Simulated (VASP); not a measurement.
# AlN (F-43m) in VASP: a series of runs

The runs below take AlN through single point, with PBE, PBE+D3(BJ).

All numbers are computed with VASP 6.6.1; they aren't measurements. Logs are shortened: lines on timing, memory, paths and dates and some standing lists are left out, and cuts for length are marked.

## (1) The cell of the first run

It takes space group F-43m (No. 216, cubic). The conventional cell has a = 4.328 Å, b = 4.328 Å, c = 4.328 Å, α = 90.00°, β = 90.00°, γ = 90.00°. Al (site symmetry -43m) has 4 N at 1.87 Å within 2.5 Å. Within 2.5 Å of N (site symmetry -43m) lie 4 Al at 1.87 Å.

## (2) Single point, PBE

Contents of INCAR:

```
SYSTEM = AlN
PREC = Accurate ; ENCUT = 600
EDIFF = 1E-6 ; ISMEAR = 1
SIGMA = 0.05 ; LREAL = .False.
LASPH = .True. ; NELM = 120
ALGO = Normal ; ISIF = 2
LWAVE = .False. ; LCHARG = .False.
GGA = PE ; NBANDS = 11
GGA_COMPAT = .False.
```

Contents of KPOINTS:

```
Automatic mesh
0
Gamma
  10 10 10
  0 0 0
```

Contents of POSCAR:

```
AlN
1.0
    0.0000000000      2.1640507778      2.1640507778
    2.1640507778      0.0000000000      2.1640507778
    2.1640507778      2.1640507778      0.0000000000
Al N
1 1
Direct
    0.0000000000      0.0000000000      0.0000000000
    0.7500000000      0.7500000000      0.7500000000
```

Potentials or basis: VASP PAW PBE potentials, release 64 (Al, N).

On the command line:

```
cat potpaw_PBE.64/Al/POTCAR potpaw_PBE.64/N/POTCAR > POTCAR
mpirun -np 1 vasp_std > vasp.out
```

OUTCAR:

```text
SYSTEM = AlN
   PREC = Accurate
   ENCUT = 600
   EDIFF = 1E-6
   ISMEAR = 1
   LREAL = .False.
   LASPH = .True.
   NELM = 120
   ISIF = 2
   GGA = PE

 ion  position               nearest neighbor table
   1  0.000  0.000  0.000-   2 1.87   2 1.87   2 1.87   2 1.87
   2  0.750  0.750  0.750-   1 1.87   1 1.87   1 1.87   1 1.87

  LATTYP: Found a face centered cubic cell.
 ALAT       =     4.3281015556

  Lattice vectors:

 A1 = (   0.0000000000,   2.1640507778,   2.1640507778)
 A2 = (   2.1640507778,   0.0000000000,   2.1640507778)
 A3 = (   2.1640507778,   2.1640507778,   0.0000000000)

Analysis of symmetry for initial positions (statically):
=====================================================================
 Subroutine PRICEL returns:
 Original cell was already a primitive cell.

 Routine SETGRP: Setting up the symmetry group for a
 face centered cubic supercell.

 Subroutine GETGRP returns: Found 24 space group operations
 (whereof 24 operations were pure point group operations)
 out of a pool of 48 trial point group operations.

The static configuration has the point symmetry T_d .

Analysis of symmetry for dynamics (positions and initial velocities):
=====================================================================
 Subroutine PRICEL returns:
 Original cell was already a primitive cell.

 Routine SETGRP: Setting up the symmetry group for a
 face centered cubic supercell.

 Subroutine GETGRP returns: Found 24 space group operations
 (whereof 24 operations were pure point group operations)
 out of a pool of 48 trial point group operations.

The dynamic configuration has the point symmetry T_d .

 Subroutine INISYM returns: Found 24 space group operations
 (whereof 24 operations are pure point group operations),
 and found     1 'primitive' translations

----------------------------------------------------------------------------------------

                                     Primitive cell

  volume of cell :      20.2690

  direct lattice vectors                    reciprocal lattice vectors
     0.000000000  2.164050778  2.164050778    -0.231048183  0.231048183  0.231048183
     2.164050778  0.000000000  2.164050778     0.231048183 -0.231048183  0.231048183
     2.164050778  2.164050778  0.000000000     0.231048183  0.231048183 -0.231048183

  length of vectors
     3.060429960  3.060429960  3.060429960     0.400187192  0.400187192  0.400187192

  position of ions in fractional coordinates (direct lattice)
     0.000000000  0.000000000  0.000000000
     0.750000000  0.750000000  0.750000000

  ion indices of the primitive-cell ions
[... 80 lines left out ...]
   NFREE  =      0    steps in history (QN), initial steepest desc. (CG)
   ISIF   =      2    stress and relaxation
   ISYM   =      2    0-nonsym 1-usesym 2-fastsym
   POTIM  = 0.5000    time-step for ionic-motion
   TEBEG  =    0.0;   TEEND  =   0.0 temperature during run
   PSTRESS=    0.0 pullay stress
   NELECT =       8.0000    total number of electrons
   NUPDOWN=      -1.0000    fix difference up-down
   EMIN   =  10.00;   EMAX   =-10.00  energy-range for DOS
   EFERMI =   0.00;   METHOD = LEGACY
   ISMEAR =     1;   SIGMA  =   0.05  broadening in eV -4-tet -1-fermi 0-gaus
   EFERMI_NEDOS =   21; number of points for ismear=-14 and -15
   IALGO  =     38    algorithm
   IMIX   =      4    mixing-type and parameters
     AMIX     =   0.40;   BMIX     =  1.00
     AMIX_MAG =   1.60;   BMIX_MAG =  1.00
  volume/ion in A,a.u.               =      10.13        68.39
  Fermi-wavevector in a.u.,A,eV,Ry     =   1.200865  2.269305 19.620633  1.442076
  Thomas-Fermi vector in A             =   2.336689
   LORBIT       =      0    0 simple, 1 ext, 2 COOP (PROOUT), +10 PAW based schemes
   GGA     = PE    functional components
   LHFCALC =     F    Hartree Fock is set to
   AEXX    =    0.0000 exact exchange contribution
   IVDW    =     0    specifies the selected vdW correction
   LEPSILON=     F    determine dielectric tensor
   LRPA    =     F    only Hartree local field effects (RPA)
 non-spin polarized calculation
 Methfessel and Paxton  Order N= 1 SIGMA  =   0.05
  energy-cutoff  :      600.00
  volume of cell :       20.27
 maximum number of plane-waves:       692
   NGX = 13   NGY = 13   NGZ = 13

 number of electron       7.9999999 magnetization

 Free energy of the ion-electron system (eV)
  ---------------------------------------------------
  ext. energy  EPLUGINS =         0.00000000
  ---------------------------------------------------
  free energy    TOTEN  =       -14.81474092 eV

  energy without entropy =      -14.81483689  energy(sigma->0) =      -14.81477291

 E-fermi :   6.2579     XC(G=0): -11.0545

 val. band max:        6.2326693562   @ k =   0.0000   0.0000   0.0000
 cond. band min:       9.5641129512   @ k =   0.5000   0.5000   0.0000
 fundamental gap:      3.3314435950
 Fermi energy:         6.2579171310

 k-point     1 :       0.0000    0.0000    0.0000
  band No.  band energies     occupation
      1      -8.9101      2.00000
      2       6.2327      1.74563
      3       6.2327      1.74563
      4       6.2327      1.74561
      5      10.6748      0.00000
      6      19.0681      0.00000
      7      19.0681      0.00000
      8      19.0681      0.00000
      9      24.1434      0.00000
     10      24.1434      0.00000
     11      25.6001      0.00000
[... 309 lines left out ...]
 k-point    24 :       0.4000    0.3000    0.0000
  band No.  band energies     occupation
      1      -6.8276      2.00000
      2       2.0274      2.00000
      3       4.5022      2.00000
      4       4.8072      2.00000
      5      11.2097      0.00000
      6      15.9519      0.00000
      7      18.8226      0.00000
      8      21.1269      0.00000
      9      21.6592      0.00000
     10      27.8657      0.00000
     11      30.2728      0.00000

 [... further k-points ...]
[... 5 lines left out ...]
  --------------------------------------------------------------------------------------
  -------------------------------------------------------------------------------------
  Total        1.3418203      1.3418203      1.3418203      0.0000000      0.0000000      0.0000000
  in kB      106.0651228    106.0651228    106.0651228      0.0000000      0.0000000      0.0000000
  external PRESSURE =     106.0651228 kB  Pullay stress =       0.0000000 kB

 VOLUME and BASIS-vectors are now :
 -----------------------------------------------------------------------------
  energy-cutoff  :      600.00
  volume of cell :       20.27
      direct lattice vectors                 reciprocal lattice vectors
     0.000000000  2.164050778  2.164050778    -0.231048183  0.231048183  0.231048183
     2.164050778  0.000000000  2.164050778     0.231048183 -0.231048183  0.231048183
     2.164050778  2.164050778  0.000000000     0.231048183  0.231048183 -0.231048183

 POSITION                                       TOTAL-FORCE (eV/Angst)
 -----------------------------------------------------------------------------------
      0.00000      0.00000      0.00000         0.000000      0.000000      0.000000
      3.24608      3.24608      3.24608        -0.000000     -0.000000     -0.000000
 -----------------------------------------------------------------------------------
    total drift:                               -0.000000     -0.000000     -0.000000

  FREE ENERGIE OF THE ION-ELECTRON SYSTEM (eV)
  ---------------------------------------------------
  free  energy   TOTEN  =       -14.8147409249 eV

  energy  without entropy=      -14.8148368930  energy(sigma->0) =      -14.81477291
```

stdout:

```text
POSCAR found type information on POSCAR AlN
 POSCAR found :  2 types and       2 ions
 scaLAPACK will be used
 LDA part: xc-table for (Slater+PW92), standard interpolation
 POSCAR, INCAR and KPOINTS ok, starting setup
 FFT: planning ... GRIDC
 FFT: planning ... GRID_SOFT
 FFT: planning ... GRID
 WAVECAR not read
 entering main loop
```

Wall time 5.7 s (1 thread of AMD EPYC 9R45 (Zen 5), shared host); peak memory 0.11 GiB.

Results:

* Free energy: -14.8147 eV
* Pressure: 10.6 GPa
* Band gap on the k mesh: 3.33 eV, indirect (least direct gap 4.44 eV)

## (3) Single point, PBE+D3(BJ)

This run uses another cell than the first one, of 10.88 Å³/atom, 1.074 times its volume.

Contents of INCAR:

```
PREC     = Accurate       # precision mode
ENCUT    = 600            # plane-wave cutoff, eV
EDIFF    = 1E-6           # SCF threshold, eV
ISMEAR   = 0              # smearing method
SIGMA    = 0.01           # smearing width, eV
LREAL    = F              # projectors in reciprocal space
LASPH    = T              # aspherical terms in the spheres
NELM     = 120            # most SCF steps
ALGO     = Normal         # electronic algorithm
ISIF     = 2              # what is computed and relaxed
LWAVE    = F              # write WAVECAR
LCHARG   = T              # write CHGCAR
GGA      = PE             # functional
IVDW     = 12             # dispersion correction
LELF     = T              # ELF
LVHAR    = T            
NBANDS   = 11             # bands
GGA_COMPAT= F
```

Contents of KPOINTS:

```
Automatic mesh
0
Gamma
  10 10 10
```

Contents of POSCAR:

```
AlN
1.0
    0.0000000000      2.2161675774      2.2161675774
    2.2161675774      0.0000000000      2.2161675774
    2.2161675774      2.2161675774      0.0000000000
Al N
1 1
Direct
    0.0000000000      0.0000000000      0.0000000000
    0.7500000000      0.7500000000      0.7500000000
```

Potentials or basis: VASP PAW PBE potentials, release 64 (Al, N).

On the command line:

```
cat potpaw_PBE.64/Al/POTCAR potpaw_PBE.64/N/POTCAR > POTCAR
mpirun -np 1 vasp_std > vasp.out
```

OUTCAR:

```text
PREC = Accurate
   ENCUT = 600
   EDIFF = 1E-6
   ISMEAR = 0
   LREAL = F
   LASPH = T
   NELM = 120
   ISIF = 2
   GGA = PE
   IVDW = 12
 IVDW          = 12

 ion  position               nearest neighbor table
   1  0.000  0.000  0.000-   2 1.92   2 1.92   2 1.92   2 1.92
   2  0.750  0.750  0.750-   1 1.92   1 1.92   1 1.92   1 1.92

  LATTYP: Found a face centered cubic cell.
 ALAT       =     4.4323351548

  Lattice vectors:

 A1 = (   0.0000000000,   2.2161675774,   2.2161675774)
 A2 = (   2.2161675774,   0.0000000000,   2.2161675774)
 A3 = (   2.2161675774,   2.2161675774,   0.0000000000)

Analysis of symmetry for initial positions (statically):
=====================================================================
 Subroutine PRICEL returns:
 Original cell was already a primitive cell.

 Routine SETGRP: Setting up the symmetry group for a
 face centered cubic supercell.

 Subroutine GETGRP returns: Found 24 space group operations
 (whereof 24 operations were pure point group operations)
 out of a pool of 48 trial point group operations.

The static configuration has the point symmetry T_d .

Analysis of symmetry for dynamics (positions and initial velocities):
=====================================================================
 Subroutine PRICEL returns:
 Original cell was already a primitive cell.

 Routine SETGRP: Setting up the symmetry group for a
 face centered cubic supercell.

 Subroutine GETGRP returns: Found 24 space group operations
 (whereof 24 operations were pure point group operations)
 out of a pool of 48 trial point group operations.

The dynamic configuration has the point symmetry T_d .

 Subroutine INISYM returns: Found 24 space group operations
 (whereof 24 operations are pure point group operations),
 and found     1 'primitive' translations

----------------------------------------------------------------------------------------

                                     Primitive cell

[... 117 lines left out ...]
   AEXX    =    0.0000 exact exchange contribution
   IVDW    =    12    specifies the selected vdW correction
   LEPSILON=     F    determine dielectric tensor
   LRPA    =     F    only Hartree local field effects (RPA)
 non-spin polarized calculation
 Gauss-broadening in eV      SIGMA  =   0.01
  energy-cutoff  :      600.00
  volume of cell :       21.77
 maximum number of plane-waves:       745
 NGX is ok and might be reduce to    28
   NGX = 13   NGY = 13   NGZ = 13

 number of electron       8.0000000 magnetization

 Free energy of the ion-electron system (eV)
  ---------------------------------------------------
  ext. energy  EPLUGINS =         0.00000000
  ---------------------------------------------------
  free energy    TOTEN  =       -14.84346503 eV

  energy without entropy =      -14.84346503  energy(sigma->0) =      -14.84346503

 E-fermi :   5.6868     XC(G=0): -10.7439

 val. band max:        5.5632913111   @ k =   0.0000   0.0000   0.0000
 cond. band min:       8.8572353980   @ k =   0.5000   0.5000   0.0000
 fundamental gap:      3.2939440869
 Fermi energy:         5.6867963514

 k-point     1 :       0.0000    0.0000    0.0000
  band No.  band energies     occupation
      1      -9.1683      2.00000
      2       5.5633      2.00000
      3       5.5633      2.00000
      4       5.5633      2.00000
      5       9.3763      0.00000
      6      17.6950      0.00000
      7      17.6950      0.00000
      8      17.6950      0.00000
      9      22.9029      0.00000
     10      22.9029      0.00000
     11      24.2216      0.00000
[... 309 lines left out ...]
 k-point    24 :       0.4000    0.3000    0.0000
  band No.  band energies     occupation
      1      -7.2787      2.00000
      2       1.5023      2.00000
      3       3.9085      2.00000
      4       4.1970      2.00000
      5      10.3802      0.00000
      6      14.7984      0.00000
      7      17.3097      0.00000
      8      19.6733      0.00000
      9      20.1506      0.00000
     10      26.3765      0.00000
     11      28.3696      0.00000

 [... further k-points ...]

------------------------ aborting loop because EDIFF is reached ----------------------------------------

 Edisp (eV)   -0.51559

 E8    (eV) :    -0.2016

  FORCE on cell =-STRESS in cart. coord.  units (eV):
  Direction    XX          YY          ZZ          XY          YZ          ZX
  --------------------------------------------------------------------------------------
  -------------------------------------------------------------------------------------
  Total      -1.08496    -1.08496    -1.08496    -0.00000     0.00000     0.00000
  in kB     -79.85234   -79.85234   -79.85234    -0.00000     0.00000     0.00000
  external pressure =      -79.85 kB  Pullay stress =        0.00 kB

 VOLUME and BASIS-vectors are now :
 -----------------------------------------------------------------------------
  energy-cutoff  :      600.00
  volume of cell :       21.77
      direct lattice vectors                 reciprocal lattice vectors
     0.000000000  2.216167577  2.216167577    -0.225614708  0.225614708  0.225614708
     2.216167577  0.000000000  2.216167577     0.225614708 -0.225614708  0.225614708
     2.216167577  2.216167577  0.000000000     0.225614708  0.225614708 -0.225614708

 POSITION                                       TOTAL-FORCE (eV/Angst)
 -----------------------------------------------------------------------------------
      0.00000      0.00000      0.00000        -0.000000     -0.000000     -0.000000
      3.32425      3.32425      3.32425         0.000000      0.000000      0.000000
 -----------------------------------------------------------------------------------
    total drift:                               -0.000000     -0.000000     -0.000000

  FREE ENERGIE OF THE ION-ELECTRON SYSTEM (eV)
  ---------------------------------------------------
  free  energy   TOTEN  =       -15.3590546749 eV

  energy  without entropy=      -15.3590546749  energy(sigma->0) =      -15.35905467
```

OSZICAR:

```text
N       E                     dE             d eps       ncg     rms          rms(c)
DAV:   1     0.134759911435E+02    0.13476E+02   -0.40784E+03  1034   0.680E+02
DAV:   2    -0.160494565664E+02   -0.29525E+02   -0.28363E+02  1215   0.150E+02
DAV:   3    -0.171379768267E+02   -0.10885E+01   -0.10869E+01  1284   0.279E+01
DAV:   4    -0.171442830666E+02   -0.63062E-02   -0.63056E-02  1196   0.218E+00
DAV:   5    -0.171443633834E+02   -0.80317E-04   -0.80316E-04  1235   0.244E-01    0.841E+00
DAV:   6    -0.148508338125E+02    0.22935E+01   -0.12034E+01  1269   0.179E+01    0.276E+00
DAV:   7    -0.148500822065E+02    0.75161E-03   -0.15502E-01  1175   0.313E+00    0.199E+00
DAV:   8    -0.148450696779E+02    0.50125E-02   -0.31211E-02  1112   0.177E+00    0.606E-01
DAV:   9    -0.148434199745E+02    0.16497E-02   -0.45098E-03  1276   0.428E-01    0.236E-01
DAV:  10    -0.148434577500E+02   -0.37775E-04   -0.58666E-04  1130   0.158E-01    0.202E-02
DAV:  11    -0.148434652189E+02   -0.74689E-05   -0.18489E-05  1232   0.297E-02    0.172E-02
DAV:  12    -0.148434650292E+02    0.18972E-06   -0.95365E-07   787   0.768E-03
   1 F= -.15359055E+02 E0= -.15359055E+02  d E =-.961844E-71
```

Wall time 8.9 s (1 thread of AMD EPYC 9R45 (Zen 5), shared host); peak memory 0.13 GiB.

What came out:

```
Free energy                : -15.3591 eV
Pressure                   : -8.0 GPa
Band gap on the k mesh     : 3.29 eV, indirect (least direct gap 3.81 eV)
Dispersion energy per atom : -0.258 eV
```

Caveat: three body term missing. A k mesh can miss the band edges.
